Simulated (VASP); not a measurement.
Input of a VASP 6.6.1 run:

File INCAR:

```
ALGO     = Normal         # electronic algorithm
EDIFF    = 1E-7           # SCF threshold, eV
ENCUT    = 520            # plane-wave cutoff, eV
GGA      = PE             # functional
ISIF     = 2              # what is computed and relaxed
ISMEAR   = 0              # smearing method
LASPH    = T              # aspherical terms in the spheres
LCHARG   = F              # write CHGCAR
LREAL    = F              # projectors in reciprocal space
LWAVE    = F              # write WAVECAR
NBANDS   = 26             # bands
NELM     = 60             # most SCF steps
PREC     = Accurate       # precision mode
SIGMA    = 0.1            # smearing width, eV
```

File KPOINTS:

```
k-points
0
Gamma
  6 6 4
```

Contents of POSCAR:

```
GaP
1.0
    3.3905656500      0.0000000000      0.0000000000
   -1.6952828200      2.9363159800      0.0000000000
    0.0000000000      0.0000000000      5.6494366000
Ga P
2 2
Direct
    0.3333333300      0.6666666700      0.6146058900
    0.6666666700      0.3333333300      0.3853941100
    0.0000000000      0.0000000000      0.8025568000
    0.0000000000      0.0000000000      0.1974432000
```

Potentials or basis: VASP PAW PBE potentials, release 64 (Ga_d, P).

Launch:

```console
$ cat potpaw_PBE.64/Ga_d/POTCAR potpaw_PBE.64/P/POTCAR > POTCAR
$ mpirun -np 1 vasp_std > vasp.out
```

**Question.** Estimate the largest force.

**Answer.** 3.651 eV/Å.

**Question.** Estimate the band gap on the k mesh.

**Answer.** Zero (band 18 reaches 9.63 eV, above the bottom of band 19 at 7.52 eV).

Stress tensor (GPa, compression positive):
```
50.41  0.00  0.00
 0.00 50.41  0.00
 0.00  0.00 43.04
```

Caveat: forces of over 1 eV/Å act on the atoms, so gaps and moduli don't describe the material at rest.
